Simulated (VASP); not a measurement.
Pd: single point with PBEsol

Pd:

```
CELL_PARAMETERS angstrom
0.00000 1.88694 1.88694
1.88694 0.00000 1.88694
1.88694 1.88694 0.00000
ATOMIC_POSITIONS crystal
Pd 0.00000 0.00000 0.00000
```

| Property | Result |
| --- | --- |
| Program | VASP 6.6.1 |
| Task | single point |
| Functional | PBEsol |
| Potentials or basis | VASP PAW PBE potentials, release 64 (Pd) |
| Cutoff | 500 eV |
| k mesh | 10 × 10 × 10 |
| Occupations | gaussian, width 0.1 eV |
| Spin | no spin polarisation |
| Dipole correction | no |
| Further INCAR settings | ALGO = Normal; EDIFF = 1e-06; NBANDS = 11 |

```
Pressure               : 19.7 GPa
Band gap on the k mesh : zero (bands 5 and 6 overlap by 1.85 eV)
```

Levels at points of the mesh, in eV from the Fermi level:
```csv
k point,band 1,band 2,band 3,band 4,band 5,band 6,band 7,band 8,band 9,band 10
"(0.00, 0.00, 0.00)",-8.04,-3.34,-3.34,-3.34,-1.44,-1.44,17.08,22.39,22.39,22.39
"(0.50, 0.00, 0.00)",-6.15,-3.40,-3.40,-0.03,-0.03,0.67,8.03,16.46,21.87,21.87
"(0.50, 0.50, 0.00)",-6.31,-5.98,-0.06,0.34,0.34,3.21,11.70,13.58,13.58,22.82
```

Run time: 3.1 s on 1 thread of Intel(R) Xeon(R) 6975P-C (Granite Rapids) (shared host), peak memory 0.12 GiB.

Caveat: the cell stands under pressure; the PAW data sets were made with another functional, which shifts forces and pressure a little.
